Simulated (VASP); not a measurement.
Here is a VASP 6.6.1 calculation.

File INCAR:

```
PREC = Accurate
ENCUT = 520
EDIFF = 1E-6
ISMEAR = -1
SIGMA = 0.0388
LREAL = Auto
LASPH = True
NELM = 80
ALGO = Normal
ISIF = 2
LWAVE = False
LCHARG = True
GGA = PE
LELF = True
LVHAR = True
NBANDS = 30
```

Contents of KPOINTS:

```
Automatic mesh
0
Gamma
  2 2 2
  0.5 0.5 0.5
```

The input POSCAR:

```
LiH
1.0
   -4.0785050826     -4.0785050826      0.0000000000
   -4.0785050826      0.0000000000     -4.0785050826
    0.0000000000     -4.0785050826     -4.0785050826
Li H
8 8
Direct
    0.4876135887      0.4803756426      0.5282949160
   -0.0304996555      0.4793052749      0.5335030743
    0.4699117596      0.0252907617      0.5361892301
   -0.0071746876     -0.0395385066      0.5143252141
    0.4941266369      0.5138564149      0.0071062802
   -0.0150819967      0.5529285742     -0.0198722322
    0.5067225511     -0.0052630804      0.0736008645
   -0.0254751429     -0.0125297135      0.0645862871
    0.2966982940      0.2665367526      0.2444063400
    0.7705505906      0.2143524361      0.2691114704
    0.2684745949      0.7536146058      0.2415517402
    0.7419596001      0.7595903247      0.2678699616
    0.2651162566      0.2253149086      0.7969807403
    0.7350709241      0.2515128654      0.7793626428
    0.2429551956      0.7909106240      0.7303004262
    0.7373992282      0.7679614066      0.7614249430
```

Potentials or basis: VASP PAW PBE potentials, release 64 (Li_sv, H).

Run with:

```bash
$ cat potpaw_PBE.64/Li_sv/POTCAR potpaw_PBE.64/H/POTCAR > POTCAR
$ mpirun -np 1 vasp_std > vasp.out
```

Q: Predict the largest force.

A: 0.912 eV/Å.

Q: What does it give for the band gap on the k mesh?

A: 4.28 eV (least direct gap 4.30 eV).

Forces on the atoms (eV/Å):
```
Li  -0.141 -0.090 -0.014
Li  -0.203 -0.071  0.132
Li   0.028 -0.123  0.136
Li  -0.441  0.057 -0.369
Li  -0.024 -0.056 -0.037
Li   0.366 -0.549  0.194
Li   0.025  0.881  0.231
Li  -0.516  0.185  0.400
H    0.463  0.170 -0.338
H   -0.154  0.123 -0.568
H    0.247 -0.199 -0.248
H    0.081 -0.363  0.233
H   -0.149  0.487 -0.169
H   -0.132  0.002  0.070
H    0.424 -0.229  0.092
H    0.126 -0.225  0.254
```

Caveat: the k points lie up to 0.67 Å⁻¹ apart; the atoms stand as in a frame of molecular dynamics; a shifted mesh leaves out Γ, where band edges can lie. A k mesh can miss the band edges.
